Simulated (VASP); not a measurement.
Here is a VASP 6.6.1 calculation.

INCAR

```
SYSTEM = VBiO4
PREC = Accurate
ENCUT = 520
EDIFF = 1E-6
ISMEAR = 0
SIGMA = 0.1
LREAL = .False.
LASPH = .True.
NELM = 60
ALGO = Normal
ISIF = 2
LWAVE = .False.
LCHARG = .True.
GGA = PE
LELF = .True.
LVHAR = .True.
NBANDS = 64
```

The input KPOINTS:

```
regular mesh
0
Gamma
  4 4 4
  0 0 0
```

Contents of POSCAR:

```
VBiO4
1.0
   -3.6968253735      3.6968253735      3.2382645274
    3.6968253735     -3.6968253735      3.2382645274
    3.6968253735      3.6968253735     -3.2382645274
V Bi O
2 2 8
Direct
    0.5000000000      0.5000000000      0.0000000000
    0.2500000000      0.7500000000      0.5000000000
    0.7500000000      0.2500000000      0.5000000000
    0.0000000000      0.0000000000      0.0000000000
    0.1505425582      0.3307967399      0.8197458183
    0.0807967399      0.7610509216      0.6802541817
    0.5110509216      0.3307967399      0.1802541817
    0.0807967399      0.4005425582      0.3197458183
    0.5994574418      0.9192032601      0.6802541817
    0.6692032601      0.8494574418      0.1802541817
    0.2389490784      0.9192032601      0.3197458183
    0.6692032601      0.4889490784      0.8197458183
```

Potentials or basis: VASP PAW PBE potentials, release 64 (V_sv, Bi_d, O).

Run with:

```console
$ cat potpaw_PBE.64/V_sv/POTCAR potpaw_PBE.64/Bi_d/POTCAR potpaw_PBE.64/O/POTCAR > POTCAR
$ mpirun -np 1 vasp_std > vasp.out
```

Task: Predict the largest force.

Result: 0.159 eV/Å.

Task: What does it give for the pressure?

Result: 0.6 GPa.

Task: Predict the band gap on the k mesh.

Result: 2.86 eV.

Stress tensor (GPa, compression positive):
```
0.58 0.00 0.00
0.00 0.58 0.00
0.00 0.00 0.67
```

Caveat: spin-orbit coupling is left out, which moves the levels of the heavy elements. A k mesh can miss the band edges.
